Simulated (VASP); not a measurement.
# Al3C4 (P4/mmm) in VASP: notebook

Runs on Al3C4. Level: PBE. Tasks: single point, relaxation of cell and atoms.

All numbers are computed with VASP 6.6.1; they aren't measurements. Logs are shortened: lines on timing, memory, paths and dates and some standing lists are left out, and cuts for length are marked.

## Step 1: The cell of the first run

It takes space group P4/mmm (No. 123, tetragonal). The conventional cell has a = 3.911 Å, b = 3.911 Å, c = 5.685 Å, α = 90.00°, β = 90.00°, γ = 90.00°. Al (site symmetry 4mm) has 4 C at 2.30 Å and 6 Al at 2.71 to 3.08 Å within 3.1 Å. Al (site symmetry 4/mmm) has 8 C at 3.02 Å and 12 Al at 3.08 to 3.91 Å within 4.0 Å. C (site symmetry m2m) has 2 C at 1.43 Å within 1.9 Å.

The cell was built from a structure type or drawn by symmetry, and may not be a known phase.

## Step 2: Single point, PBE, collinear spin

Contents of INCAR:

```
PREC = Accurate
ENCUT = 520
EDIFF = 1E-7
ISMEAR = 0
SIGMA = 0.1
LREAL = F
LASPH = T
NELM = 150
ALGO = Normal
ISIF = 2
LWAVE = F
LCHARG = F
ISPIN = 2
MAGMOM = 0 0 0 1 1 1 1
LORBIT = 11
GGA = PE
NBANDS = 26
```

Contents of KPOINTS:

```
Automatic mesh
0
Gamma
  4 4 4
```

Contents of POSCAR:

```
Al3C4
1.0
    3.9112435800      0.0000000000      0.0000000000
    0.0000000000      3.9112435800      0.0000000000
    0.0000000000      0.0000000000      5.6853657000
Al C
3 4
Direct
    0.0000000000      0.0000000000      0.2387065300
    0.0000000000      0.0000000000      0.7612934700
    0.5000000000      0.5000000000      0.0000000000
    0.3176324500      0.3176324500      0.5000000000
    0.6823675500      0.6823675500      0.5000000000
    0.6823675500      0.3176324500      0.5000000000
    0.3176324500      0.6823675500      0.5000000000
```

Potentials or basis: VASP PAW PBE potentials, release 64 (Al, C).

Started as:

```sh
$ cat potpaw_PBE.64/Al/POTCAR potpaw_PBE.64/C/POTCAR > POTCAR
$ mpirun -np 1 vasp_std > vasp.out
```

OUTCAR:

```text
PREC = Accurate
   ENCUT = 520
   EDIFF = 1E-7
   ISMEAR = 0
   LREAL = F
   LASPH = T
   NELM = 150
   ISIF = 2
   ISPIN = 2
   LORBIT = 11
   GGA = PE

 ion  position               nearest neighbor table
   1  0.000  0.000  0.239-   4 2.30   5 2.30   6 2.30   7 2.30   2 2.71   2 2.97   3 3.08   3 3.08
                             3 3.08   3 3.08
   2  0.000  0.000  0.761-   4 2.30   5 2.30   6 2.30   7 2.30   1 2.71   1 2.97   3 3.08   3 3.08
                             3 3.08   3 3.08
   3  0.500  0.500  0.000-   1 3.08   2 3.08   1 3.08   2 3.08   1 3.08   2 3.08   1 3.08   2 3.08

   4  0.318  0.318  0.500-   6 1.43   7 1.43   5 2.02   2 2.30   1 2.30
   5  0.682  0.682  0.500-   6 1.43   7 1.43   4 2.02   2 2.30   1 2.30
   6  0.682  0.318  0.500-   4 1.43   5 1.43   7 2.02   2 2.30   1 2.30
   7  0.318  0.682  0.500-   4 1.43   5 1.43   6 2.02   2 2.30   1 2.30

  LATTYP: Found a simple tetragonal cell.
 ALAT       =     3.9112435800
 C/A-ratio  =     1.4535954061

  Lattice vectors:

 A1 = (   3.9112435800,   0.0000000000,   0.0000000000)
 A2 = (   0.0000000000,   3.9112435800,   0.0000000000)
 A3 = (   0.0000000000,   0.0000000000,   5.6853657000)

Analysis of symmetry for initial positions (statically):
=====================================================================
 Subroutine PRICEL returns:
 Original cell was already a primitive cell.

 Routine SETGRP: Setting up the symmetry group for a
 simple tetragonal supercell.

 Subroutine GETGRP returns: Found 16 space group operations
 (whereof 16 operations were pure point group operations)
 out of a pool of 16 trial point group operations.

The static configuration has the point symmetry D_4h.

Analysis of symmetry for dynamics (positions and initial velocities):
=====================================================================
 Subroutine PRICEL returns:
 Original cell was already a primitive cell.

 Routine SETGRP: Setting up the symmetry group for a
 simple tetragonal supercell.

 Subroutine GETGRP returns: Found 16 space group operations
 (whereof 16 operations were pure point group operations)
 out of a pool of 16 trial point group operations.

The dynamic configuration has the point symmetry D_4h.

Analysis of structural, dynamic, and magnetic symmetry:
=====================================================================
 Subroutine PRICEL returns:
 Original cell was already a primitive cell.

 Routine SETGRP: Setting up the symmetry group for a
 simple tetragonal supercell.

 Subroutine GETGRP returns: Found 16 space group operations
 (whereof 16 operations were pure point group operations)
 out of a pool of 16 trial point group operations.

The overall configuration has the point symmetry D_4h.

 Subroutine INISYM returns: Found 16 space group operations
 (whereof 16 operations are pure point group operations),
 and found     1 'primitive' translations

----------------------------------------------------------------------------------------

                                     Primitive cell

  volume of cell :      86.9737

  direct lattice vectors                    reciprocal lattice vectors
     3.911243580  0.000000000  0.000000000     0.255673159  0.000000000  0.000000000
     0.000000000  3.911243580  0.000000000     0.000000000  0.255673159  0.000000000
     0.000000000  0.000000000  5.685365700     0.000000000  0.000000000  0.175890181

  length of vectors
     3.911243580  3.911243580  5.685365700     0.255673159  0.255673159  0.175890181

  position of ions in fractional coordinates (direct lattice)
     0.000000000  0.000000000  0.238706530
     0.000000000  0.000000000  0.761293470
     0.500000000  0.500000000  0.000000000
     0.317632450  0.317632450  0.500000000
     0.682367550  0.682367550  0.500000000
     0.682367550  0.317632450  0.500000000
     0.317632450  0.682367550  0.500000000

  ion indices of the primitive-cell ions
   primitive index   ion index
                 1           1
                 2           2
[... 50 lines left out ...]
  0.500000  0.250000  0.500000      4.000000
  0.500000  0.500000  0.500000      1.000000
   k-points           NKPTS =     18   k-points in BZ     NKDIM =     18   number of bands    NBANDS=     26
   number of dos      NEDOS =    301   number of ions     NIONS =      7
   total plane-waves  NPLWV =  37800
   dimension x,y,z NGX =    30 NGY =   30 NGZ =   42
   dimension x,y,z NGXF=    60 NGYF=   60 NGZF=   84
   ions per type =               3   4
   NGX,Y,Z   is equivalent  to a cutoff of  12.75, 12.75, 12.28 a.u.
   NGXF,Y,Z  is equivalent  to a cutoff of  25.50, 25.50, 24.56 a.u.
 SYSTEM =  unknown system
   PREC   = accura    normal or accurate (medium, high low for compatibility)
   ISTART =      0    job   : 0-new  1-cont  2-samecut
   ICHARG =      2    charge: 1-file 2-atom 10-const
   ISPIN  =      2    spin polarized calculation?
   LNONCOLLINEAR =      F non collinear calculations
   LSORBIT =      F    spin-orbit coupling
   LASPH  =      T    aspherical Exc in radial PAW
   ENCUT  =  520.0 eV  38.22 Ry    6.18 a.u.   7.27  7.27 10.57*2*pi/ulx,y,z
   NELM   =    150;   NELMIN=  2; NELMDL= -5     # of ELM steps
   EDIFF  = 0.1E-06   stopping-criterion for ELM
   LREAL  =      F    real-space projection
   EDIFFG = 0.1E-05   stopping-criterion for IOM
   NSW    =      0    number of steps for IOM
   IBRION =     -1    ionic relax: 0-MD 1-quasi-New 2-CG
   NFREE  =      0    steps in history (QN), initial steepest desc. (CG)
   ISIF   =      2    stress and relaxation
   ISYM   =      2    0-nonsym 1-usesym 2-fastsym
   POTIM  = 0.5000    time-step for ionic-motion
   TEBEG  =    0.0;   TEEND  =   0.0 temperature during run
   PSTRESS=    0.0 pullay stress
   NELECT =      25.0000    total number of electrons
   NUPDOWN=      -1.0000    fix difference up-down
   EMIN   =  10.00;   EMAX   =-10.00  energy-range for DOS
   EFERMI =   0.00;   METHOD = LEGACY
   ISMEAR =     0;   SIGMA  =   0.10  broadening in eV -4-tet -1-fermi 0-gaus
   EFERMI_NEDOS =   21; number of points for ismear=-14 and -15
   IALGO  =     38    algorithm
   IMIX   =      4    mixing-type and parameters
     AMIX     =   0.40;   BMIX     =  1.00
     AMIX_MAG =   1.60;   BMIX_MAG =  1.00
  volume/ion in A,a.u.               =      12.42        83.85
  Fermi-wavevector in a.u.,A,eV,Ry     =   1.080419  2.041695 15.882145  1.167305
  Thomas-Fermi vector in A             =   2.216409
   LORBIT       =     11    0 simple, 1 ext, 2 COOP (PROOUT), +10 PAW based schemes
   GGA     = PE    functional components
   LHFCALC =     F    Hartree Fock is set to
   AEXX    =    0.0000 exact exchange contribution
   IVDW    =     0    specifies the selected vdW correction
   LEPSILON=     F    determine dielectric tensor
   LRPA    =     F    only Hartree local field effects (RPA)
 spin polarized calculation
 Gauss-broadening in eV      SIGMA  =   0.10
  energy-cutoff  :      520.00
  volume of cell :       86.97
 maximum number of plane-waves:      2365
 NGX is ok and might be reduce to    30
   NGX = 15   NGY = 15   NGZ = 21

 number of electron      24.9999997 magnetization       0.0000204

 number of electron      24.9999997 magnetization      -0.0000436

 Free energy of the ion-electron system (eV)
  ---------------------------------------------------
  ext. energy  EPLUGINS =         0.00000000
  ---------------------------------------------------
  free energy    TOTEN  =       -40.54125863 eV

  energy without entropy =      -40.53303578  energy(sigma->0) =      -40.53714720

 E-fermi :   6.3356     XC(G=0): -10.3544

 val. band max:        6.3261283962   @ k =   0.2500   0.2500   0.5000
 cond. band min:       6.3971333135   @ k =   0.5000   0.0000   0.0000
 fundamental gap:      0.0710049173
 Fermi energy:         6.3355895011

 spin component 1

 k-point     1 :       0.0000    0.0000    0.0000
  band No.  band energies     occupation
      1     -12.7312      1.00000
      2      -3.7236      1.00000
      3      -3.7236      1.00000
      4      -3.5644      1.00000
      5      -1.8088      1.00000
      6      -1.2353      1.00000
[... 475 lines left out ...]
     23      15.4583      0.00000
     24      15.5718      0.00000
 Fermi energy:         6.3355895011

 spin component 2

 k-point     1 :       0.0000    0.0000    0.0000
  band No.  band energies     occupation
      1     -12.7312      1.00000
      2      -3.7236      1.00000
      3      -3.7236      1.00000
      4      -3.5644      1.00000
      5      -1.8088      1.00000
      6      -1.2353      1.00000
[... 475 lines left out ...]
     23      15.4583      0.00000
     24      15.5719      0.00000
 [bands above 24 left out]

------------------------ aborting loop because EDIFF is reached ----------------------------------------

  FORCE on cell =-STRESS in cart. coord.  units (eV):
  Direction    XX          YY          ZZ          XY          YZ          ZX
  --------------------------------------------------------------------------------------
  -------------------------------------------------------------------------------------
  Total        2.9465859      2.9465859     -9.2387540      0.0000000      0.0000000      0.0000000
  in kB       54.2802154     54.2802154   -170.1907111      0.0000000      0.0000000      0.0000000
  external PRESSURE =     -20.5434267 kB  Pullay stress =       0.0000000 kB

 VOLUME and BASIS-vectors are now :
 -----------------------------------------------------------------------------
  energy-cutoff  :      520.00
  volume of cell :       86.97
      direct lattice vectors                 reciprocal lattice vectors
     3.911243580  0.000000000  0.000000000     0.255673159  0.000000000  0.000000000
     0.000000000  3.911243580  0.000000000     0.000000000  0.255673159  0.000000000
     0.000000000  0.000000000  5.685365700     0.000000000  0.000000000  0.175890181

 POSITION                                       TOTAL-FORCE (eV/Angst)
 -----------------------------------------------------------------------------------
      0.00000      0.00000      1.35713        -0.000000     -0.000000      1.677577
      0.00000      0.00000      4.32823        -0.000000      0.000000     -1.677577
      1.95562      1.95562      0.00000        -0.000000      0.000000      0.000000
      1.24234      1.24234      2.84268        -1.897834     -1.897834      0.000000
      2.66891      2.66891      2.84268         1.897834      1.897834      0.000000
      2.66891      1.24234      2.84268         1.897834     -1.897834      0.000000
      1.24234      2.66891      2.84268        -1.897834      1.897834      0.000000
 -----------------------------------------------------------------------------------
    total drift:                                0.000000      0.000000      0.000000

  FREE ENERGIE OF THE ION-ELECTRON SYSTEM (eV)
  ---------------------------------------------------
  free  energy   TOTEN  =       -40.5412586255 eV

  energy  without entropy=      -40.5330357830  energy(sigma->0) =      -40.53714720

 total charge

# of ion       s       p       d       tot
------------------------------------------
    1        0.395   0.319   0.000   0.714
    2        0.395   0.319   0.000   0.714
    3        0.517   0.203   0.000   0.720
    4        0.890   1.600   0.000   2.490
    5        0.890   1.600   0.000   2.490
    6        0.890   1.600   0.000   2.490
    7        0.890   1.600   0.000   2.490
--------------------------------------------------
tot          4.867   7.240   0.000  12.107

 magnetization (x)

# of ion       s       p       d       tot
------------------------------------------
    1       -0.000   0.000   0.000  -0.000
    2       -0.000   0.000   0.000  -0.000
    3        0.000  -0.000   0.000  -0.000
    4       -0.000  -0.000   0.000  -0.000
    5       -0.000  -0.000   0.000  -0.000
    6       -0.000  -0.000   0.000  -0.000
    7       -0.000  -0.000   0.000  -0.000
--------------------------------------------------
tot         -0.000  -0.000   0.000  -0.000
```

Run time: 36 s. Hardware: 1 thread of AMD EPYC 9R45 (Zen 5), shared host; peak memory 0.21 GiB.

Results:

- Free energy: -40.5413 eV
- Pressure: -2.1 GPa
- Largest force: 2.684 eV/Å
- Net moment: 0.00 μB per cell
- Valence electrons inside the program's atomic spheres: Al 0.71, 0.72 (each value once); C 2.49

Forces in eV/Å, atoms in the order of the input:
```
Al   0.000  0.000  1.678
Al   0.000  0.000 -1.678
Al   0.000  0.000  0.000
C   -1.898 -1.898  0.000
C    1.898  1.898  0.000
C    1.898 -1.898  0.000
C   -1.898  1.898  0.000
```

Caveat: the k points lie up to 0.40 Å⁻¹ apart; forces of over 1 eV/Å act on the atoms, so gaps and moduli don't describe the material at rest.

## Step 3: Relaxation of cell and atoms, PBE

This run uses another cell than the first one, of 11.71 Å³/atom.

Contents of INCAR:

```
PREC = Accurate
ENCUT = 600
EDIFF = 1E-6
ISMEAR = 0
SIGMA = 0.1
LREAL = F
LASPH = T
NELM = 100
ALGO = Normal
ISIF = 3
LWAVE = F
LCHARG = F
GGA = PE
IBRION = 2
NSW = 100
EDIFFG = -0.01
```

Contents of KPOINTS:

```
regular mesh
0
Gamma
  10 10 8
```

Contents of POSCAR:

```
Al3C4
1.0
    4.1396000705      0.0000000000      0.0000000000
    0.0000000000      4.1396000705      0.0000000000
    0.0000000000      0.0000000000      4.7833101915
Al C
3 4
Direct
    0.0000000000      0.0000000000      0.2599463490
    0.0000000000      0.0000000000      0.7400536510
    0.5000000000      0.5000000000      0.0000000000
    0.3203806562      0.3203806562      0.5000000000
    0.6796193438      0.6796193438      0.5000000000
    0.6796193438      0.3203806562      0.5000000000
    0.3203806562      0.6796193438      0.5000000000
```

Potentials or basis: VASP PAW PBE potentials, release 64 (Al, C).

Started as:

```sh
$ cat potpaw_PBE.64/Al/POTCAR potpaw_PBE.64/C/POTCAR > POTCAR
$ mpirun -np 1 vasp_std > vasp.out
```

Wall time 5.4 min (1 thread of AMD EPYC 9R45 (Zen 5), shared host); peak memory 0.28 GiB.

Results (log left out):

```
Free energy                           : -41.9714 eV
Relaxed volume                        : 11.70 Å³/atom
Relaxed cell                          : a = 4.088 Å, b = 4.088 Å, c = 4.900 Å, α = 90.00°, β = 90.00°, γ = 90.00°
Space group after relaxing (to 0.1 Å) : P4/mmm (No. 123)
Energy gained by relaxing             : 4.8 meV/atom
Ionic steps                           : 11
Pressure after relaxing               : 0.0 GPa
```

The path:
```
step  energy change (eV)  largest force (eV/Å)  pressure (GPa)  volume (Å³)
   1              0.0000                0.1232           -0.38        81.97
   2             -0.0230                0.2316            0.47        81.63
   3             -0.0259                0.3522            0.98        81.43
   4             -0.0294                0.2775           -0.37        81.73
   5             -0.0318                0.1805            0.13        81.61
   6             -0.0330                0.0419            0.21        81.68
   7             -0.0331                0.0095            0.24        81.71
   8             -0.0332                0.0152            0.04        81.84
   9             -0.0332                0.0184           -0.01        81.87
  10             -0.0332                0.0176            0.02        81.90
  11             -0.0333                0.0010            0.00        81.89
```

Final structure:
```
CELL_PARAMETERS angstrom
4.08813 0.00000 0.00000
0.00000 4.08813 0.00000
0.00000 0.00000 4.89960
ATOMIC_POSITIONS crystal
Al 0.00000 0.00000 0.25980
Al 0.00000 0.00000 0.74020
Al 0.50000 0.50000 0.00000
C 0.31876 0.31876 0.50000
C 0.68124 0.68124 0.50000
C 0.68124 0.31876 0.50000
C 0.31876 0.68124 0.50000
```

Levels at points of the mesh, in eV from the Fermi level:
```tsv
k point	band 8	band 9	band 10	band 11	band 12	band 13	band 14	band 15	band 16
(0.00, 0.00, 0.00)	-3.07	-3.07	-2.43	-1.15	-1.15	0.49	1.80	1.80	2.59
(0.50, 0.00, 0.00)	-4.42	-3.85	-3.82	-3.16	-0.35	0.85	2.28	3.74	3.80
(0.50, 0.50, 0.00)	-2.94	-2.47	-2.47	-1.97	-1.97	-1.51	-1.04	-0.28	-0.28
(0.00, 0.00, 0.50)	-2.96	-2.96	-2.37	-2.22	-2.22	0.82	1.55	3.18	4.01
(0.50, 0.00, 0.50)	-5.58	-3.84	-1.10	-0.90	-0.09	0.71	1.03	3.08	3.69
(0.50, 0.50, 0.50)	-4.19	-3.90	-2.74	-1.20	-1.20	0.54	2.45	2.45	2.88
```

Caveat: the highest band is partly filled, so the run has too few bands.
